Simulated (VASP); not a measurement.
Set up this calculation in VASP 6.6.1, as the native input.

- Task: single point
- Functional: PBE
- Potentials or basis: VASP PAW PBE potentials, release 64 (Mn_pv, O)
- Cutoff: 520 eV
- k mesh: 12 × 12 × 6
- Occupations: gaussian, width 0.05 eV
- Spin: collinear spin, antiferromagnetic start
- Starting moments: [5.0, -5.0, 0.0, 0.0] μB
- Hubbard terms: Mn d U = 3.9 eV
- Dipole correction: no
- Further INCAR settings: ALGO = Normal; EDIFF = 1e-06; NBANDS = 31

The structure of MnO lies in POSCAR:

```
MnO
1.0
    0.0000000000      2.2664570858      2.2664570858
    4.5329141716      2.2664570858      2.2664570858
    4.5329141716      4.5329141716      0.0000000000
Mn O
2 2
Direct
    0.0000000000      0.0000000000      0.0000000000
    0.0000000000      0.0000000000      0.5000000000
    0.5000000000      0.5000000000      0.0000000000
    0.5000000000      0.5000000000      0.5000000000
```

The input as run:

INCAR

```
SYSTEM = MnO
PREC = Accurate ; ENCUT = 520
EDIFF = 1E-6 ; ISMEAR = 0
SIGMA = 0.05 ; LREAL = .False.
LASPH = .True. ; NELM = 150
ALGO = Normal ; ISIF = 2
LWAVE = .False. ; LCHARG = .False.
ISPIN = 2 ; MAGMOM = 5 -5 0 0
LORBIT = 11 ; LMAXMIX = 4
LDAU = .True. ; LDAUTYPE = 2
LDAUL = 2 -1 ; LDAUU = 3.9 0
LDAUJ = 0 0 ; LDAUPRINT = 1
GGA = PE ; NBANDS = 31
```

KPOINTS

```
regular mesh
0
Gamma
  12 12 6
  0 0 0
```

Potentials or basis: VASP PAW PBE potentials, release 64 (Mn_pv, O).

Run with:

```sh
$ cat potpaw_PBE.64/Mn_pv/POTCAR potpaw_PBE.64/O/POTCAR > POTCAR
$ mpirun -np 1 vasp_std > vasp.out
```

It gave:

The pressure is -2.8 GPa, the band gap on the k mesh is 0.63 eV and the net moment is 0.00 μB per cell. The site moments are Mn +4.62, -4.62; O -0.05, +0.05 μB and the valence electrons inside the program's atomic spheres are Mn 11.29; O 4.98.

It took 12 min on 1 thread of Oxide Virtual Turin-like Processor, on a shared host, peak memory 0.35 GiB.
